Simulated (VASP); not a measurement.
# Si8O17 (a cell with a defect) in VASP: a series of runs, part 2 of 2

VASP 6.6.1.

## 3. Single point, LDA, collinear spin

Input file INCAR:

```
  ALGO = Normal
  EDIFF = 1E-6
  ENCUT = 520
  ISIF = 2
  ISMEAR = -1
  ISPIN = 2
  LASPH = True
  LCHARG = False
  LORBIT = 11
  LREAL = Auto
  LWAVE = False
  MAGMOM = 0 0 0 0 0 0 0 0 0 0 0 0 0 0.12 0.05 0 0 0 0 0.09 0 0 0 0 1.52
  NBANDS = 89
  NELM = 150
  PREC = Accurate
  SIGMA = 0.02
```

Input file KPOINTS:

```
k-points
0
Gamma
  1 1 1
```

Input file POSCAR:

```
Si8O17
1.0
   -4.9501000000     -4.9501000000      0.0000000000
    4.9501000000     -4.9501000000      0.0000000000
    0.0000000000      0.0000000000      6.8760000000
Si O
8 17
Direct
    0.2800044444      0.5152320155     -0.0437027341
    0.0806044322      0.2055312014      0.2372164049
    0.8318821842      0.4405365548      0.4962478185
   -0.0032625604      0.7666410780      0.7087260035
    0.7520858164     -0.0522817721      0.0305700989
    0.5299185875      0.6621381386      0.3044211751
    0.3439526474     -0.0345851599      0.5131762653
    0.5759176582      0.2510959375      0.7770360675
    0.3621745015      0.6375022727      0.1420157068
    0.9991616331      0.3072362175      0.4366928447
    0.7550958566      0.4014666370      0.7100930774
    0.0818872346      0.6204420113      0.8913903432
    0.8798610129      0.6820064241      0.5226730657
    0.6326740874      0.4497282883      0.3676119837
    0.2078139836      0.3511848245      0.1129435718
    0.4073251045      0.4109007899      0.7930482839
    0.9255974627      0.0350699986      0.1734874927
    0.4764146179      0.7683885174      0.4897324026
    0.2046423305      0.8522858124      0.6446335079
    0.5835740692      0.1101290883      0.9797411286
    0.4934748793      0.1150178784      0.5922193136
    0.2618734975      0.0624229814      0.3324316463
    0.6885012424      0.7468636997      0.1240692263
    0.8437506313      0.9404557484      0.7876090750
    0.8359528090      0.3435183128      0.0806137289
```

Potentials or basis: VASP PAW LDA potentials, release 64 (Si, O).

Run with:

```
$ cat potpaw_LDA.64/Si/POTCAR potpaw_LDA.64/O/POTCAR > POTCAR
$ mpirun -np 1 vasp_gam > vasp.out
```

OUTCAR:

```text
EDIFF = 1E-6
   ENCUT = 520
   ISIF = 2
   ISMEAR = -1
   ISPIN = 2
   LASPH = True
   LORBIT = 11
   LREAL = Auto
   NELM = 150
   PREC = Accurate

 ion  position               nearest neighbor table
   1  0.280  0.515  0.956-  16 1.61  12 1.63   9 1.64  15 1.65   8 3.04   6 3.14
   2  0.081  0.206  0.237-  15 1.60  10 1.65  17 1.67  22 1.74  25 2.24   3 2.99   7 3.13
   3  0.832  0.441  0.496-  10 1.55  11 1.59  14 1.65  13 1.73   6 2.94   4 2.95   8 2.95   2 2.99

   4  0.997  0.767  0.709-  13 1.63  19 1.63  24 1.71  12 1.73   3 2.95   5 3.07   7 3.11
   5  0.752  0.948  0.031-  23 1.61  20 1.68  17 1.68  24 1.79   8 3.01   4 3.07
   6  0.530  0.662  0.304-  18 1.52   9 1.63  14 1.71  23 1.77   7 2.87   3 2.94   1 3.14
   7  0.344  0.965  0.513-  22 1.53  19 1.55  21 1.58  18 1.67   6 2.87   4 3.11   2 3.13
   8  0.576  0.251  0.777-  16 1.63  21 1.69  11 1.70  20 1.71   3 2.95   5 3.01   1 3.04
   9  0.362  0.638  0.142-   6 1.63   1 1.64
  10  0.999  0.307  0.437-   3 1.55   2 1.65
  11  0.755  0.401  0.710-   3 1.59   8 1.70
  12  0.082  0.620  0.891-   1 1.63   4 1.73
  13  0.880  0.682  0.523-   4 1.63   3 1.73
  14  0.633  0.450  0.368-   3 1.65   6 1.71
[... 8 lines left out ...]
  23  0.689  0.747  0.124-   5 1.61   6 1.77
  24  0.844  0.940  0.788-   4 1.71   5 1.79
  25  0.836  0.344  0.081-   2 2.24

  LATTYP: Found a simple tetragonal cell.
 ALAT       =     7.0004985551
 C/A-ratio  =     0.9822157588

  Lattice vectors:

 A1 = (  -4.9501000000,  -4.9501000000,   0.0000000000)
 A2 = (   4.9501000000,  -4.9501000000,   0.0000000000)
 A3 = (   0.0000000000,   0.0000000000,   6.8760000000)

Analysis of symmetry for initial positions (statically):
=====================================================================
 Subroutine PRICEL returns:
 Original cell was already a primitive cell.

 Routine SETGRP: Setting up the symmetry group for a
 simple tetragonal supercell.

 Subroutine GETGRP returns: Found  1 space group operations
 (whereof  1 operations were pure point group operations)
 out of a pool of 16 trial point group operations.

The static configuration has the point symmetry C_1 .

Analysis of symmetry for dynamics (positions and initial velocities):
=====================================================================
 Subroutine PRICEL returns:
 Original cell was already a primitive cell.

 Routine SETGRP: Setting up the symmetry group for a
 simple tetragonal supercell.

 Subroutine GETGRP returns: Found  1 space group operations
 (whereof  1 operations were pure point group operations)
 out of a pool of 16 trial point group operations.

The dynamic configuration has the point symmetry C_1 .

Analysis of structural, dynamic, and magnetic symmetry:
=====================================================================
 Subroutine PRICEL returns:
 Original cell was already a primitive cell.

 Routine SETGRP: Setting up the symmetry group for a
 simple tetragonal supercell.

 Subroutine GETGRP returns: Found  1 space group operations
 (whereof  1 operations were pure point group operations)
 out of a pool of 16 trial point group operations.

The overall configuration has the point symmetry C_1 .

 Subroutine INISYM returns: Found  1 space group operations
 (whereof  1 operations are pure point group operations),
 and found     1 'primitive' translations

[... 130 lines left out ...]
   EFERMI =   0.00;   METHOD = LEGACY
   ISMEAR =    -1;   SIGMA  =   0.02  broadening in eV -4-tet -1-fermi 0-gaus
   EFERMI_NEDOS =   21; number of points for ismear=-14 and -15
   IALGO  =     38    algorithm
   IMIX   =      4    mixing-type and parameters
     AMIX     =   0.40;   BMIX     =  1.00
     AMIX_MAG =   1.60;   BMIX_MAG =  1.00
  volume/ion in A,a.u.               =      13.48        90.96
  Fermi-wavevector in a.u.,A,eV,Ry     =   1.203867  2.274979 19.718864  1.449296
  Thomas-Fermi vector in A             =   2.339608
   LORBIT       =     11    0 simple, 1 ext, 2 COOP (PROOUT), +10 PAW based schemes
   GGA     = CA    functional components
   LHFCALC =     F    Hartree Fock is set to
   AEXX    =    0.0000 exact exchange contribution
   IVDW    =     0    specifies the selected vdW correction
   LEPSILON=     F    determine dielectric tensor
   LRPA    =     F    only Hartree local field effects (RPA)
 spin polarized calculation
  energy-cutoff  :      520.00
  volume of cell :      336.97
 maximum number of plane-waves:      4537
 NGX is ok and might be reduce to    54
   NGX = 27   NGY = 27   NGZ = 25

 number of electron     134.0000010 magnetization       2.0000151

 Free energy of the ion-electron system (eV)
  ---------------------------------------------------
  ext. energy  EPLUGINS =         0.00000000
  ---------------------------------------------------
  free energy    TOTEN  =      -204.14362904 eV

  energy without entropy =     -204.14362479  energy(sigma->0) =     -204.14362692

 E-fermi :   1.3262     XC(G=0):  -9.4047

 val. band max:        1.0923728336   @ k =   0.0000   0.0000   0.0000
 cond. band min:       1.5600177469   @ k =   0.0000   0.0000   0.0000
 fundamental gap:      0.4676449133
 Fermi energy:         1.3261940692

 spin component 1

 k-point     1 :       0.0000    0.0000    0.0000
  band No.  band energies     occupation
      1     -18.9405      1.00000
      2     -18.3349      1.00000
      3     -18.0719      1.00000
      4     -17.8892      1.00000
      5     -17.7196      1.00000
      6     -17.6506      1.00000
[... 71 lines left out ...]
     78       8.9606      0.00000
     79       9.2572      0.00000
 Fermi energy:         1.3261940692

 spin component 2

 k-point     1 :       0.0000    0.0000    0.0000
  band No.  band energies     occupation
      1     -18.8982      1.00000
      2     -18.3050      1.00000
      3     -18.0625      1.00000
      4     -17.7871      1.00000
      5     -17.6846      1.00000
      6     -17.5809      1.00000
[... 71 lines left out ...]
     78       8.9849      0.00000
     79       9.2891      0.00000
 [bands above 79 left out]

------------------------ aborting loop because EDIFF is reached ----------------------------------------

  FORCE on cell =-STRESS in cart. coord.  units (eV):
  Direction    XX          YY          ZZ          XY          YZ          ZX
  --------------------------------------------------------------------------------------
  -------------------------------------------------------------------------------------
  Total      -16.0404280     -7.4204736    -11.4876505      2.4705328      0.1446623      9.7922103
  in kB      -76.2663084    -35.2816104    -54.6195339     11.7464707      0.6878160     46.5583419
  external PRESSURE =     -55.3891509 kB  Pullay stress =       0.0000000 kB

 VOLUME and BASIS-vectors are now :
 -----------------------------------------------------------------------------
  energy-cutoff  :      520.00
  volume of cell :      336.97
      direct lattice vectors                 reciprocal lattice vectors
    -4.950100000 -4.950100000  0.000000000    -0.101008060 -0.101008060  0.000000000
     4.950100000 -4.950100000  0.000000000     0.101008060 -0.101008060  0.000000000
     0.000000000  0.000000000  6.876000000     0.000000000  0.000000000  0.145433392

 POSITION                                       TOTAL-FORCE (eV/Angst)
 -----------------------------------------------------------------------------------
      1.16440     -3.93650      6.57550         0.828341      1.501750      2.811092
      0.61840     -1.41640      1.63110        -1.309320      0.324353      0.388799
     -1.93720     -6.29860      3.41220         3.831330     -1.277196      0.087678
     -1.13900     -8.72890      4.87320         0.528184     -0.864449      1.427631
      0.96840     -8.41420      0.21020        -0.221017     -1.785192     -2.043491
      0.65450     -5.90080      2.09320        -3.727332      0.158990     -5.214202
[... 17 lines left out ...]
      0.47870     -8.83200      5.41560        -2.059011      0.945065      2.661462
     -2.43760     -5.83850      0.55430        -0.250714     -0.460370      0.600178
 -----------------------------------------------------------------------------------
    total drift:                                0.000971      0.001027     -0.003059

  FREE ENERGIE OF THE ION-ELECTRON SYSTEM (eV)
  ---------------------------------------------------
  free  energy   TOTEN  =      -204.1436290429 eV

  energy  without entropy=     -204.1436247946  energy(sigma->0) =     -204.14362692

 total charge

# of ion       s       p       d       tot
------------------------------------------
    1        0.641   0.976   0.000   1.617
    2        0.618   0.920   0.000   1.538
    3        0.667   1.022   0.000   1.689
    4        0.641   0.928   0.000   1.569
    5        0.636   0.910   0.000   1.546
    6        0.654   0.983   0.000   1.638
[... 17 lines left out ...]
   24        1.546   3.513   0.000   5.059
   25        1.611   3.022   0.000   4.633
--------------------------------------------------
tot         31.477  68.806   0.000 100.284

 magnetization (x)

# of ion       s       p       d       tot
------------------------------------------
    1       -0.000  -0.000   0.000  -0.000
    2       -0.001  -0.004   0.000  -0.005
    3       -0.000  -0.002   0.000  -0.002
    4       -0.000  -0.000   0.000  -0.000
    5        0.001   0.001   0.000   0.001
    6       -0.000  -0.001   0.000  -0.001
[... 17 lines left out ...]
   24       -0.000  -0.000   0.000  -0.000
   25        0.014   1.270   0.000   1.284
--------------------------------------------------
tot          0.017   1.643   0.000   1.660
```

It took 3 min on 1 thread of AMD EPYC 7R13, shared host; peak memory 0.28 GiB.

Results:

```
Free energy                                           : -204.1436 eV
Pressure                                              : -5.5 GPa
Largest force                                         : 6.411 eV/Å
Band gap on the k mesh                                : 0.47 eV
Net moment                                            : 2.00 μB per cell
Site moments                                          : Si -0.00, -0.01, +0.00; O +0.01, -0.00, +0.04, +0.12, +0.00, +0.13, +1.28 μB
Valence electrons inside the program's atomic spheres : Si 1.62, 1.54, 1.69, 1.57, 1.55, 1.64, 1.79, 1.52; O 5.20, 5.24, 5.17, 5.13, 5.11, 5.21, 5.26, 5.22, 5.06, 4.63
```

Forces on the atoms (eV/Å):
```
Si   0.828  1.502  2.811
Si  -1.309  0.324  0.389
Si   3.831 -1.277  0.088
Si   0.528 -0.864  1.428
Si  -0.221 -1.785 -2.043
Si  -3.727  0.159 -5.214
Si  -2.261 -0.894  0.443
Si  -0.611  0.700 -0.664
O    0.049 -0.749 -0.143
O   -1.318 -0.135 -0.692
O   -1.161  3.028  1.719
O    1.037 -0.215 -2.177
O   -2.366  0.876  0.245
O    0.716 -0.968 -0.980
O   -0.514  1.764 -0.942
O    0.808 -0.124  1.012
O    0.443 -0.015 -0.870
O    1.081 -1.256  0.312
O    2.345  2.434  2.042
O   -0.152 -0.761 -1.151
O    0.131 -2.725  2.838
O    3.290  0.844 -3.081
O    0.862 -0.346  1.370
O   -2.059  0.945  2.661
O   -0.251 -0.460  0.600
```

Stress tensor (GPa, compression positive):
```
-7.63  1.17  4.66
 1.17 -3.53  0.07
 4.66  0.07 -5.46
```

Levels at points of the mesh, in eV from the valence-band top:
Spin up:
```tsv
k point	band 66	band 67	band 68	band 69	band 70	band 71
(0.00, 0.00, 0.00)	-0.74	-0.65	-0.37	4.05	6.38	6.65
```
Spin down:
| k point | band 62 | band 63 | band 64 | band 65 | band 66 | band 67 | band 68 | band 69 | band 70 | band 71 |
| --- | --- | --- | --- | --- | --- | --- | --- | --- | --- | --- |
| (0.00, 0.00, 0.00) | -1.07 | -0.86 | -0.61 | -0.37 | 0.00 | 0.47 | 0.65 | 4.08 | 6.40 | 6.66 |

Caveat: the k points lie up to 0.91 Å⁻¹ apart.
